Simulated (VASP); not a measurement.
Here is a VASP 6.6.1 calculation.

INCAR

```
SYSTEM = SnO2
PREC     = Accurate       ! precision mode
ENCUT    = 520            ! plane-wave cutoff, eV
EDIFF    = 1E-6           ! SCF threshold, eV
ISMEAR   = 1              ! smearing method
SIGMA    = 0.05           ! smearing width, eV
LREAL    = .FALSE.        ! projectors in reciprocal space
LASPH    = .TRUE.         ! aspherical terms in the spheres
NELM     = 100            ! most SCF steps
ALGO     = Normal         ! electronic algorithm
ISIF     = 2              ! what is computed and relaxed
LWAVE    = .FALSE.        ! write WAVECAR
LCHARG   = .FALSE.        ! write CHGCAR
GGA      = PS             ! functional
NBANDS   = 20             ! bands
```

File KPOINTS:

```
regular mesh
0
G
  8 8 8
  0 0 0
```

File POSCAR:

```
SnO2
1.0
    1.6278025373      0.9398121537      4.8323859332
   -1.6278025373      0.9398121537      4.8323859332
    0.0000000000     -1.8796243074      4.8323859332
Sn O
1 2
Direct
    0.5000000000      0.5000000000      0.5000000000
    0.2371700000      0.2371700000      0.2371700000
    0.7628300000      0.7628300000      0.7628300000
```

Potentials or basis: VASP PAW PBE potentials, release 64 (Sn_d, O).

Run with:

```sh
$ cat potpaw_PBE.64/Sn_d/POTCAR potpaw_PBE.64/O/POTCAR > POTCAR
$ mpirun -np 1 vasp_std > vasp.out
```

Problem. Estimate the pressure.

Solution. -7.1 GPa.

Problem. Predict the largest force.

Solution. 0.540 eV/Å.

Problem. Estimate the band gap on the k mesh.

Solution. 1.73 eV (least direct gap 1.83 eV).

Stress tensor (GPa, compression positive):
```
-8.16  0.00  0.00
 0.00 -8.16  0.00
 0.00  0.00 -5.06
```

Caveat: the cell stands under tension; the PAW data sets were made with another functional, which shifts forces and pressure a little; spin-orbit coupling is left out, which moves the levels of the heavy elements. A k mesh can miss the band edges.
